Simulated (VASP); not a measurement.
Crystal: Ru.

```
Ru
1.0
    -1.50203    1.50203    1.50203
     1.50203   -1.50203    1.50203
     1.50203    1.50203   -1.50203
Ru
1
Direct
  0.00000 0.00000 0.00000
```

| Quantity | Value |
| --- | --- |
| Program | VASP 6.6.1 |
| Task | relaxation of cell and atoms |
| Functional | RPBE |
| Potentials or basis | VASP PAW PBE potentials, release 64 (Ru_pv) |
| Cutoff | 600 eV |
| k mesh | 15 × 15 × 15 |
| Occupations | fermi-dirac, width 0.1 eV |
| Spin | no spin polarisation |

At the start: pressure 20.1 GPa; volume 13.55 Å³/atom.

Question: Where does the relaxation end?

Answer: Over 17 steps the energy falls by 53.7 meV/atom and the volume is 14.47 Å³/atom (+6.7 %); space group Im-3m (No. 229, to 0.05 Å).

The path:
```tsv
step	energy change (eV)	largest force (eV/Å)	pressure (GPa)	volume (Å³)
1	0.0000	0.0000	20.10	13.55
2	0.2387	0.0000	-29.06	17.17
3	-0.0534	0.0000	-1.09	14.53
4	-0.0536	0.0000	-0.17	14.48
5	-0.0536	0.0000	0.18	14.46
6	-0.0536	0.0000	0.19	14.46
7	-0.0536	0.0000	0.21	14.46
8	-0.0536	0.0000	0.16	14.46
9	-0.0536	0.0000	0.16	14.46
10	-0.0536	0.0000	0.16	14.46
11	-0.0536	0.0000	0.16	14.46
12	-0.0536	0.0000	0.16	14.46
13	-0.0536	0.0000	0.16	14.46
14	-0.0536	0.0000	0.17	14.46
15	-0.0536	0.0000	0.18	14.46
16	-0.0537	0.0000	0.11	14.46
17	-0.0537	0.0000	0.07	14.47
```

Final structure:
```xyz
1
Lattice="-1.5349 1.5349 1.5349 1.5349 -1.5349 1.5349 1.5349 1.5349 -1.5349" Properties=species:S:1:pos:R:3 pbc="T T T"
Ru    0.0000    0.0000    0.0000
```

Caveat: the PAW data sets were made with another functional, which shifts forces and pressure a little.
